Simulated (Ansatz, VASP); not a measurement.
# Two plane-wave programs on AlPt

The input POSCAR:

```
AlPt
1.0
    3.0915500000      0.0000000000      0.0000000000
    0.0000000000      3.0915500000      0.0000000000
    0.0000000000      0.0000000000      3.0915500000
Al Pt
1 1
Direct
    0.0000000000      0.0080865585      0.0000000000
    0.5000000000      0.5000000000      0.5000000000
```

INCAR.step1

```
SYSTEM = AlPt
ALGO     = Normal         ! electronic algorithm
EDIFF    = 1E-4           ! SCF threshold, eV
ENCUT    = 520            ! plane-wave cutoff, eV
GGA      = PE             ! functional
ISMEAR   = 1              ! smearing method
LASPH    = .TRUE.         ! aspherical terms in the spheres
LCHARG   = .FALSE.        ! write CHGCAR
LREAL    = .FALSE.        ! projectors in reciprocal space
LWAVE    = .TRUE.         ! write WAVECAR
NBANDS   = 14             ! bands
NELM     = 60             ! most SCF steps
PREC     = Accurate       ! precision mode
SIGMA    = 0.2            ! smearing width, eV
```

The input INCAR.step2:

```
SYSTEM = AlPt
ALGO     = Normal         ! electronic algorithm
EDIFF    = 1E-6           ! SCF threshold, eV
ENCUT    = 520            ! plane-wave cutoff, eV
ISIF     = 2              ! what is computed and relaxed
ISMEAR   = 1              ! smearing method
ISTART   = 1            
LASPH    = .TRUE.         ! aspherical terms in the spheres
LCHARG   = .FALSE.        ! write CHGCAR
LMIXTAU  = .TRUE.       
LREAL    = .FALSE.        ! projectors in reciprocal space
LWAVE    = .FALSE.        ! write WAVECAR
METAGGA  = R2SCAN         ! meta-GGA
NBANDS   = 14             ! bands
NELM     = 60             ! most SCF steps
PREC     = Accurate       ! precision mode
SIGMA    = 0.2            ! smearing width, eV
```

The input KPOINTS:

```
k-points
0
G
  4 4 4
  0 0 0
```

Input for Ansatz:

```yaml
crystal:
  lattice:
    - [3.09155, 0.0, 0.0]
    - [0.0, 3.09155, 0.0]
    - [0.0, 0.0, 3.09155]
  atoms:
    - { symbol: Al, position: [0.0, 0.00808655852242403, 0.0] }
    - { symbol: Pt, position: [0.5, 0.5, 0.5] }
basis:
  ecutwfc: 630.0
  xc_grid: 2
kpoints:
  mp_grid:
    grid: [4, 4, 4]
    shift: [0.0, 0.0, 0.0]
hamiltonian:
  xc: r2scan
scf:
  convergence:
    dr2_threshold: 1.0e-05
  mixing:
    algorithm: broyden
    beta: 0.4
    ndim: 8
  occupations:
    method: cold
    width: 0.2
output:
  forces: true
```

Alike in both runs: task single point; functional r2SCAN; k mesh 4 × 4 × 4; no spin polarisation.

|  | VASP | Ansatz |
| --- | --- | --- |
| version | VASP 6.6.1 | Ansatz 0.2.0 |
| potentials or method | VASP PAW PBE potentials, release 64 (Al, Pt), cutoff 520 eV | plane waves, PAW |
| occupations | methfessel-paxton of order 1, width 0.2 eV | cold, width 0.2 eV |
| valence electrons in the cell | 13 | 21 |

```csv
,VASP,Ansatz,Ansatz less VASP
rms of the force components (eV/Å),0.052,0.051,-0.0010
```

VASP's potentials were made for PBE, not for r2SCAN. Atom by atom the forces differ by 0.001 eV/Å (rms over components). VASP's potentials hold 13 valence electrons a cell and Ansatz's 21, so a difference there can come from the potentials and not from the codes. Ansatz's warnings: force scf threshold loose.

The k mesh is coarse, so the values compare programs but aren't converged. Spin-orbit coupling is off throughout.
